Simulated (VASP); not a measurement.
Write the native input for VASP 6.6.1 that does the following.

- Task: single point
- Functional: PBEsol
- Potentials or basis: VASP PAW PBE potentials, release 64 (Al)
- Cutoff: 520 eV
- k mesh: 20 × 20 × 20
- Occupations: gaussian, width 0.15 eV
- Spin: no spin polarisation
- Dipole correction: no
- Further INCAR settings: ALGO = Normal; EDIFF = 1e-07; NBANDS = 8

The structure of Al lies in POSCAR:

```
Al
1.0
   -1.6309991572      1.6309991572      1.5116577555
    1.6309991572     -1.6309991572      1.5116577555
    1.6309991572      1.6309991572     -1.5116577555
Al
1
Direct
    0.0000000000      0.0000000000      0.0000000000
```

This cell differs from its parent crystal: strain +0.025 along x and y, -0.050 along z.

The input as run:

INCAR

```
SYSTEM = Al
PREC = Accurate
ENCUT = 520
EDIFF = 1E-7
ISMEAR = 0
SIGMA = 0.15
LREAL = .False.
LASPH = .True.
NELM = 100
ALGO = Normal
ISIF = 2
LWAVE = .False.
LCHARG = .False.
GGA = PS
NBANDS = 8
```

KPOINTS

```
regular mesh
0
Gamma
  20 20 20
  0 0 0
```

Potentials or basis: VASP PAW PBE potentials, release 64 (Al).

Command:

```sh
$ cat potpaw_PBE.64/Al/POTCAR > POTCAR
$ mpirun -np 1 vasp_std > vasp.out
```

It gave:

- Pressure: 2.4 GPa

Caveat: the cell differs from its parent crystal (strain +0.025 along x and y, -0.050 along z); the PAW data sets were made with another functional, which shifts forces and pressure a little.

Run time: 24 s on 1 thread of Intel(R) Xeon(R) 6975P-C (Granite Rapids), with other jobs on the host, peak memory 0.18 GiB.
